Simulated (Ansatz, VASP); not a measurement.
Two plane-wave programs on Te5As

```
Te As
1.0
     3.83119    0.00000    0.00000
    -1.91559    3.31791    0.00000
     0.00000    0.00000   16.30554
Te As
5 1
Direct
  0.66667 0.33333 0.88176
  0.33333 0.66667 0.62955
  0.66667 0.33333 0.50000
  0.33333 0.66667 0.37045
  0.66667 0.33333 0.11824
  0.33333 0.66667 0.00000
```

Change from the starting cell: species swapped into the CeMg5 type (P-6m2, No. 187).

Alike in both runs: functional PBE; k mesh 6 × 6 × 1; occupations gaussian, width 0.1 eV; no spin polarisation.

Ansatz relaxed the structure, and its values are those at the end. VASP's run is a single point on that final structure, the one shown.

|  | VASP | Ansatz |
| --- | --- | --- |
| version | VASP 6.6.1 | Ansatz 0.2.0 |
| potentials or method | VASP PAW PBE potentials, release 64 (Te, As), cutoff 520 eV | scalar-relativistic, plane waves, PAW |
| valence electrons in the cell | 35 | 95 |

|  | VASP | Ansatz | Ansatz less VASP |
| --- | --- | --- | --- |
| gap on the k mesh at the Fermi level (eV) | none | none | - |
| pressure (GPa) | 0.0 | 0.0 | +0.02 |

A gap of «none» marks a metal or a gap that the smearing closes. VASP's potentials hold 35 valence electrons a cell and Ansatz's 95, so a difference there can come from the potentials and not from the codes.

The k mesh is coarse, so the values compare programs but aren't converged. Neither program's run includes spin-orbit coupling.
